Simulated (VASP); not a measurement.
# GaAs (F-43m) in VASP: a series of runs

Runs on GaAs. Level: PBEsol. Tasks: single point, relaxation of cell and atoms.

Everything below comes from runs of VASP 6.6.1. Logs are shortened: lines on timing, memory, paths and dates and some standing lists are left out, and cuts for length are marked.

**1. The cell of the first run**

Symmetry: F-43m, No. 216, cubic system. The conventional cell has a = 5.316 Å, b = 5.316 Å, c = 5.316 Å, α = 90.00°, β = 90.00°, γ = 90.00°. Ga (site symmetry -43m) has 4 As at 2.30 Å within 3.0 Å. As (site symmetry -43m) has 4 Ga at 2.30 Å within 3.0 Å.

**2. Single point, PBEsol**

File INCAR:

```
ALGO = Normal
EDIFF = 1E-7
ENCUT = 520
GGA = PS
ISIF = 2
ISMEAR = 0
LASPH = True
LCHARG = False
LREAL = False
LWAVE = False
NBANDS = 16
NELM = 80
PREC = Accurate
SIGMA = 0.01
```

File KPOINTS:

```
k-points
0
Gamma
  12 12 12
```

File POSCAR:

```
GaAs
1.0
    0.0000000000      2.6579547657      2.6579547657
    2.6579547657      0.0000000000      2.6579547657
    2.6579547657      2.6579547657      0.0000000000
Ga As
1 1
Direct
    0.0000000000      0.0000000000      0.0000000000
    0.7500000000      0.7500000000      0.7500000000
```

Potentials or basis: VASP PAW PBE potentials, release 64 (Ga_d, As).

Launch:

```
> cat potpaw_PBE.64/Ga_d/POTCAR potpaw_PBE.64/As/POTCAR > POTCAR
> mpirun -np 1 vasp_std > vasp.out
```

OUTCAR:

```text
EDIFF = 1E-7
   ENCUT = 520
   GGA = PS
   ISIF = 2
   ISMEAR = 0
   LASPH = True
   LREAL = False
   NELM = 80
   PREC = Accurate

 ion  position               nearest neighbor table
   1  0.000  0.000  0.000-   2 2.30   2 2.30   2 2.30   2 2.30
   2  0.750  0.750  0.750-   1 2.30   1 2.30   1 2.30   1 2.30

  LATTYP: Found a face centered cubic cell.
 ALAT       =     5.3159095314

  Lattice vectors:

 A1 = (   0.0000000000,   2.6579547657,   2.6579547657)
 A2 = (   2.6579547657,   0.0000000000,   2.6579547657)
 A3 = (   2.6579547657,   2.6579547657,   0.0000000000)

Analysis of symmetry for initial positions (statically):
=====================================================================
 Subroutine PRICEL returns:
 Original cell was already a primitive cell.

 Routine SETGRP: Setting up the symmetry group for a
 face centered cubic supercell.

 Subroutine GETGRP returns: Found 24 space group operations
 (whereof 24 operations were pure point group operations)
 out of a pool of 48 trial point group operations.

The static configuration has the point symmetry T_d .

Analysis of symmetry for dynamics (positions and initial velocities):
=====================================================================
 Subroutine PRICEL returns:
 Original cell was already a primitive cell.

 Routine SETGRP: Setting up the symmetry group for a
 face centered cubic supercell.

 Subroutine GETGRP returns: Found 24 space group operations
 (whereof 24 operations were pure point group operations)
 out of a pool of 48 trial point group operations.

The dynamic configuration has the point symmetry T_d .

 Subroutine INISYM returns: Found 24 space group operations
 (whereof 24 operations are pure point group operations),
 and found     1 'primitive' translations

----------------------------------------------------------------------------------------

                                     Primitive cell

  volume of cell :      37.5554

  direct lattice vectors                    reciprocal lattice vectors
     0.000000000  2.657954766  2.657954766    -0.188114563  0.188114563  0.188114563
     2.657954766  0.000000000  2.657954766     0.188114563 -0.188114563  0.188114563
     2.657954766  2.657954766  0.000000000     0.188114563  0.188114563 -0.188114563

  length of vectors
     3.758915678  3.758915678  3.758915678     0.325823981  0.325823981  0.325823981

  position of ions in fractional coordinates (direct lattice)
     0.000000000  0.000000000  0.000000000
     0.750000000  0.750000000  0.750000000

  ion indices of the primitive-cell ions
   primitive index   ion index
                 1           1
                 2           2

----------------------------------------------------------------------------------------

 KPOINTS: k-points

Automatic generation of k-mesh.
 Grid dimensions read from file:
 generate k-points for:   12   12   12

 Generating k-lattice:

  Cartesian coordinates                     Fractional coordinates (reciprocal lattice)
    -0.015676214  0.015676214  0.015676214     0.083333333  0.000000000  0.000000000
     0.015676214 -0.015676214  0.015676214     0.000000000  0.083333333  0.000000000
     0.015676214  0.015676214 -0.015676214     0.000000000  0.000000000  0.083333333

  Length of vectors
     0.027151998  0.027151998  0.027151998

  Shift w.r.t. Gamma in fractional coordinates (k-lattice)
     0.000000000  0.000000000  0.000000000

 Subroutine IBZKPT returns following result:
 ===========================================

 Found     72 irreducible k-points:

 Following reciprocal coordinates:
            Coordinates               Weight
  0.000000  0.000000  0.000000      1.000000
  0.083333  0.000000  0.000000      8.000000
  0.166667  0.000000  0.000000      8.000000
  0.250000  0.000000  0.000000      8.000000
  0.333333  0.000000  0.000000      8.000000
  0.416667  0.000000  0.000000      8.000000
[... 16 lines left out ...]
  0.500000  0.166667  0.000000     24.000000
 -0.416667  0.166667  0.000000     24.000000
 [... further k-points ...]
   k-points           NKPTS =     72   k-points in BZ     NKDIM =     72   number of bands    NBANDS=     16
   number of dos      NEDOS =    301   number of ions     NIONS =      2
   total plane-waves  NPLWV =  21952
   dimension x,y,z NGX =    28 NGY =   28 NGZ =   28
   dimension x,y,z NGXF=    56 NGYF=   56 NGZF=   56
   ions per type =               1   1
   NGX,Y,Z   is equivalent  to a cutoff of  12.38, 12.38, 12.38 a.u.
   NGXF,Y,Z  is equivalent  to a cutoff of  24.77, 24.77, 24.77 a.u.
 SYSTEM =  unknown system
   PREC   = accura    normal or accurate (medium, high low for compatibility)
   ISTART =      0    job   : 0-new  1-cont  2-samecut
   ICHARG =      2    charge: 1-file 2-atom 10-const
   ISPIN  =      1    spin polarized calculation?
   LNONCOLLINEAR =      F non collinear calculations
   LSORBIT =      F    spin-orbit coupling
   LASPH  =      T    aspherical Exc in radial PAW
   ENCUT  =  520.0 eV  38.22 Ry    6.18 a.u.   6.99  6.99  6.99*2*pi/ulx,y,z
   NELM   =     80;   NELMIN=  2; NELMDL= -5     # of ELM steps
   EDIFF  = 0.1E-06   stopping-criterion for ELM
   LREAL  =      F    real-space projection
   EDIFFG = 0.1E-05   stopping-criterion for IOM
   NSW    =      0    number of steps for IOM
   IBRION =     -1    ionic relax: 0-MD 1-quasi-New 2-CG
   NFREE  =      0    steps in history (QN), initial steepest desc. (CG)
   ISIF   =      2    stress and relaxation
   ISYM   =      2    0-nonsym 1-usesym 2-fastsym
   POTIM  = 0.5000    time-step for ionic-motion
   TEBEG  =    0.0;   TEEND  =   0.0 temperature during run
   PSTRESS=    0.0 pullay stress
   NELECT =      18.0000    total number of electrons
   NUPDOWN=      -1.0000    fix difference up-down
   EMIN   =  10.00;   EMAX   =-10.00  energy-range for DOS
   EFERMI =   0.00;   METHOD = LEGACY
   ISMEAR =     0;   SIGMA  =   0.01  broadening in eV -4-tet -1-fermi 0-gaus
   EFERMI_NEDOS =   21; number of points for ismear=-14 and -15
   IALGO  =     38    algorithm
   IMIX   =      4    mixing-type and parameters
     AMIX     =   0.40;   BMIX     =  1.00
     AMIX_MAG =   1.60;   BMIX_MAG =  1.00
  volume/ion in A,a.u.               =      18.78       126.72
  Fermi-wavevector in a.u.,A,eV,Ry     =   1.281174  2.421068 22.332692  1.641407
  Thomas-Fermi vector in A             =   2.413559
   LORBIT       =      0    0 simple, 1 ext, 2 COOP (PROOUT), +10 PAW based schemes
   GGA     = PS    functional components
   LHFCALC =     F    Hartree Fock is set to
   AEXX    =    0.0000 exact exchange contribution
   IVDW    =     0    specifies the selected vdW correction
   LEPSILON=     F    determine dielectric tensor
   LRPA    =     F    only Hartree local field effects (RPA)
 non-spin polarized calculation
 Gauss-broadening in eV      SIGMA  =   0.01
  energy-cutoff  :      520.00
  volume of cell :       37.56
 maximum number of plane-waves:      1036
   NGX = 13   NGY = 13   NGZ = 13

 number of electron      17.9999984 magnetization

 Free energy of the ion-electron system (eV)
  ---------------------------------------------------
  ext. energy  EPLUGINS =         0.00000000
  ---------------------------------------------------
  free energy    TOTEN  =        -8.67402291 eV

  energy without entropy =       -8.67402291  energy(sigma->0) =       -8.67402291

 E-fermi :   5.8291     XC(G=0): -10.6262

 val. band max:        5.7320187792   @ k =   0.0000   0.0000   0.0000
 cond. band min:       6.6690394581   @ k =   0.5000   0.5000   0.0000
 fundamental gap:      0.9370206789
 Fermi energy:         5.8290573661

 k-point     1 :       0.0000    0.0000    0.0000
  band No.  band energies     occupation
      1      -9.5132      2.00000
      2      -9.5132      2.00000
      3      -9.5132      2.00000
      4      -9.3749      2.00000
      5      -9.3749      2.00000
      6      -8.5300      2.00000
[... 8 lines left out ...]
     15      16.3091      0.00000
     16      16.3091      0.00000

 k-point     2 :       0.0833    0.0000    0.0000
  band No.  band energies     occupation
      1      -9.5326      2.00000
      2      -9.5101      2.00000
      3      -9.5101      2.00000
      4      -9.3752      2.00000
      5      -9.3752      2.00000
      6      -8.4172      2.00000
[... 8 lines left out ...]
     15      15.5893      0.00000
     16      15.5893      0.00000

 k-point     3 :       0.1667    0.0000    0.0000
  band No.  band energies     occupation
      1      -9.5751      2.00000
      2      -9.5022      2.00000
      3      -9.5022      2.00000
      4      -9.3756      2.00000
      5      -9.3756      2.00000
      6      -8.0978      2.00000
[... 8 lines left out ...]
     15      14.9323      0.00000
     16      15.1050      0.00000

 k-point     4 :       0.2500    0.0000    0.0000
  band No.  band energies     occupation
      1      -9.6190      2.00000
      2      -9.4925      2.00000
      3      -9.4925      2.00000
      4      -9.3748      2.00000
      5      -9.3748      2.00000
      6      -7.6071      2.00000
[... 8 lines left out ...]
     15      14.9590      0.00000
     16      14.9590      0.00000
[... 324 lines left out ...]
 k-point    22 :       0.4167    0.1667    0.0000
  band No.  band energies     occupation
      1      -9.6749      2.00000
      2      -9.4726      2.00000
      3      -9.4649      2.00000
      4      -9.3900      2.00000
      5      -9.3640      2.00000
      6      -6.4719      2.00000
[... 8 lines left out ...]
     15      17.7398      0.00000
     16      18.3025      0.00000

 k-point    23 :       0.5000    0.1667    0.0000
  band No.  band energies     occupation
      1      -9.6864      2.00000
      2      -9.4715      2.00000
      3      -9.4628      2.00000
      4      -9.3838      2.00000
      5      -9.3657      2.00000
      6      -5.9460      2.00000
[... 8 lines left out ...]
     15      18.3617      0.00000
     16      18.4751      0.00000

 k-point    24 :      -0.4167    0.1667    0.0000
  band No.  band energies     occupation
      1      -9.6868      2.00000
      2      -9.4720      2.00000
      3      -9.4643      2.00000
      4      -9.3778      2.00000
      5      -9.3705      2.00000
      6      -5.8528      2.00000
[... 8 lines left out ...]
     15      16.6720      0.00000
     16      17.5473      0.00000

 [... further k-points ...]

------------------------ aborting loop because EDIFF is reached ----------------------------------------

  FORCE on cell =-STRESS in cart. coord.  units (eV):
  Direction    XX          YY          ZZ          XY          YZ          ZX
  --------------------------------------------------------------------------------------
  -------------------------------------------------------------------------------------
  Total        4.7643517      4.7643517      4.7643517      0.0000000      0.0000000     -0.0000000
  in kB      203.2551891    203.2551891    203.2551891      0.0000000      0.0000000     -0.0000000
  external PRESSURE =     203.2551891 kB  Pullay stress =       0.0000000 kB

 VOLUME and BASIS-vectors are now :
 -----------------------------------------------------------------------------
  energy-cutoff  :      520.00
  volume of cell :       37.56
      direct lattice vectors                 reciprocal lattice vectors
     0.000000000  2.657954766  2.657954766    -0.188114563  0.188114563  0.188114563
     2.657954766  0.000000000  2.657954766     0.188114563 -0.188114563  0.188114563
     2.657954766  2.657954766  0.000000000     0.188114563  0.188114563 -0.188114563

 POSITION                                       TOTAL-FORCE (eV/Angst)
 -----------------------------------------------------------------------------------
      0.00000      0.00000      0.00000        -0.000000     -0.000000      0.000000
      3.98693      3.98693      3.98693         0.000000      0.000000     -0.000000
 -----------------------------------------------------------------------------------
    total drift:                               -0.000001     -0.000001     -0.000001

  FREE ENERGIE OF THE ION-ELECTRON SYSTEM (eV)
  ---------------------------------------------------
  free  energy   TOTEN  =        -8.6740229139 eV

  energy  without entropy=       -8.6740229139  energy(sigma->0) =       -8.67402291
```

Run time: 34 s. Hardware: 1 thread of Intel Xeon Platinum 8259CL at 2.50GHz (Skylake/Cascade Lake), shared host; peak memory 0.19 GiB.

Results:

```
Free energy            : -8.6740 eV
Pressure               : 20.3 GPa
Band gap on the k mesh : 0.94 eV (least direct gap 1.92 eV)
```

Levels at points of the mesh, in eV from the valence-band top:
| k point | band 7 | band 8 | band 9 | band 10 | band 11 | band 12 |
| --- | --- | --- | --- | --- | --- | --- |
| (0.00, 0.00, 0.00) | 0.00 | 0.00 | 0.00 | 1.92 | 3.69 | 3.69 |
| (0.50, 0.00, 0.00) | -7.85 | -1.46 | -1.46 | 1.48 | 4.59 | 4.59 |
| (0.50, 0.50, 0.00) | -7.83 | -3.43 | -3.43 | 0.94 | 1.38 | 11.66 |

Caveat: the cell stands under pressure; the PAW data sets were made with another functional, which shifts forces and pressure a little. A k mesh can miss the band edges.

(Part 1 of 2 ends here.)
